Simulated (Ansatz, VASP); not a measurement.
# One calculation of CaO, two programs

The input INCAR:

```
SYSTEM = CaO
PREC = Accurate
ENCUT = 600
EDIFF = 1E-6
ISMEAR = -1
SIGMA = 0.1
LREAL = .FALSE.
LASPH = .TRUE.
NELM = 120
ALGO = Normal
ISIF = 2
LWAVE = .FALSE.
LCHARG = .FALSE.
GGA = RP
NBANDS = 15
GGA_COMPAT = .FALSE.
```

Contents of KPOINTS:

```
regular mesh
0
G
  6 6 6
  0 0 0
```

POSCAR

```
CaO
1.0
    0.0000000000      2.4005208800      2.4005208800
    2.4005208800      0.0000000000      2.4005208800
    2.4005208800      2.4005208800      0.0000000000
Ca O
1 1
Direct
    0.0000000000      0.0000000000      0.0000000000
    0.5000000000      0.5000000000      0.5000000000
```

Input for Ansatz:

```yaml
crystal:
  lattice:
    - [0.0, 2.40052088, 2.40052088]
    - [2.40052088, 0.0, 2.40052088]
    - [2.40052088, 2.40052088, 0.0]
  atoms:
    - { symbol: Ca, position: [0.0, 0.0, 0.0] }
    - { symbol: O, position: [0.5, 0.5, 0.5] }
  symmetry: { tolerance: 0.0003 }
kpoints:
  mp_grid: { grid: [6, 6, 6], shift: [0, 0, 0] }
magnetization:
  spin_polarized: false
scf:
  occupations: { method: fermi_dirac }
  initial_density: { chi_scale: 0.3 }
  mixing: { algorithm: broyden, beta: 0.5, ndim: 2 }
hamiltonian:
  pseudopotentials: { kind: paw }
  xc: rpbe
basis:
  ecutwfc: 420
output:
  forces: true
  stress: true
  eigenvalues: true
  write_density: true
  write_potential: true
  elf: true
  volumetric_format: npy
```

Alike in both runs: task single point; functional RPBE; k mesh 6 × 6 × 6; no spin polarisation.

```csv
,VASP,Ansatz
version,VASP 6.6.1,Ansatz 0.2.0
potentials or method,"VASP PAW PBE potentials, release 64 (Ca_sv, O), cutoff 600 eV",PAW plane waves
occupations,"fermi-dirac, width 0.1 eV",fermi-dirac
valence electrons in the cell,16,16
```

```tsv
	VASP	Ansatz	Ansatz less VASP
gap on the k mesh at the Fermi level (eV)	3.74	3.76	+0.019
pressure (GPa)	6.3	5.8	-0.49
```

VASP's potentials were made for PBE, not for RPBE.
